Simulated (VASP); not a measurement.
Input of a VASP 6.6.1 run:

INCAR

```
SYSTEM = TaN
ALGO     = Normal         ! electronic algorithm
EDIFF    = 1E-7           ! SCF threshold, eV
ENCUT    = 520            ! plane-wave cutoff, eV
GGA      = PE             ! functional
ISIF     = 2              ! what is computed and relaxed
ISMEAR   = 0              ! smearing method
IVDW     = 12             ! dispersion correction
LASPH    = .TRUE.         ! aspherical terms in the spheres
LCHARG   = .FALSE.        ! write CHGCAR
LREAL    = .FALSE.        ! projectors in reciprocal space
LWAVE    = .FALSE.        ! write WAVECAR
NBANDS   = 15             ! bands
NELM     = 60             ! most SCF steps
PREC     = Accurate       ! precision mode
SIGMA    = 0.1            ! smearing width, eV
```

File KPOINTS:

```
k-points
0
G
  12 12 12
  0 0 0
```

Contents of POSCAR:

```
TaN
1.0
    3.0815710000      0.0000000000      0.0000000000
    1.5407855000      2.6687187696      0.0000000000
    1.5407855000      0.8895729232      2.5160921854
Ta N
1 1
Direct
    0.5000000000      0.5000000000      0.5000000000
    0.0000000000      0.0000000000      0.0000000000
```

Potentials or basis: VASP PAW PBE potentials, release 64 (Ta_pv, N).

The run is started by

```bash
$ cat potpaw_PBE.64/Ta_pv/POTCAR potpaw_PBE.64/N/POTCAR > POTCAR
$ mpirun -np 1 vasp_std > vasp.out
```

(1) What does it give for the dispersion energy per atom?

(2) What does it give for the band gap on the k mesh?

Answers

(1) -0.486 eV.

(2) zero (band 8 reaches 11.85 eV, above the bottom of band 9 at 7.68 eV).

Caveat: three body term missing; spin-orbit coupling is left out, which moves the levels of the heavy elements.
